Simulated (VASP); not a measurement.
## ZrC: single point with PBEsol

ZrC:

```
Zr C
1.0
     0.00000    2.32671    2.35021
     2.32671    0.00000    2.35021
     2.32671    2.32671    0.00000
Zr C
1 1
Cartesian
  2.3267 2.3267 2.3502
  0.0000 0.0000 0.0000
```

This cell differs from its parent crystal: equal xx and yy strain of -1 %.

| Quantity | Value |
| --- | --- |
| Program | VASP 6.6.1 |
| Task | single point |
| Functional | PBEsol |
| Potentials or basis | VASP PAW PBE potentials, release 64 (Zr_sv, C) |
| Cutoff | 520 eV |
| k mesh | 15 × 15 × 15 |
| Occupations | fermi-dirac, width 0.05 eV |
| Spin | no spin polarisation |
| Dipole correction | no |
| Further INCAR settings | ALGO = Normal; EDIFF = 1e-06; NBANDS = 15 |

- Pressure: 0.4 GPa
- Band gap on the k mesh: zero (bands 8 and 9 overlap by 1.35 eV)

Stress tensor (GPa, compression positive):
```
 1.70  0.00  0.00
 0.00  1.70  0.00
 0.00  0.00 -2.19
```

Levels at points of the mesh, in eV from the Fermi level:
```
           k point  band 6  band 7  band 8  band 9  band 10  band 11
(0.00, 0.00, 0.00)    0.93    0.98    0.98    1.00     1.11     1.11
```

It took 2.8 min on 1 thread of Intel Xeon 8259CL (shared host), peak memory 0.24 GiB.

Caveat: the cell differs from its parent crystal (equal xx and yy strain of -1 %); the PAW data sets were made with another functional, which shifts forces and pressure a little.
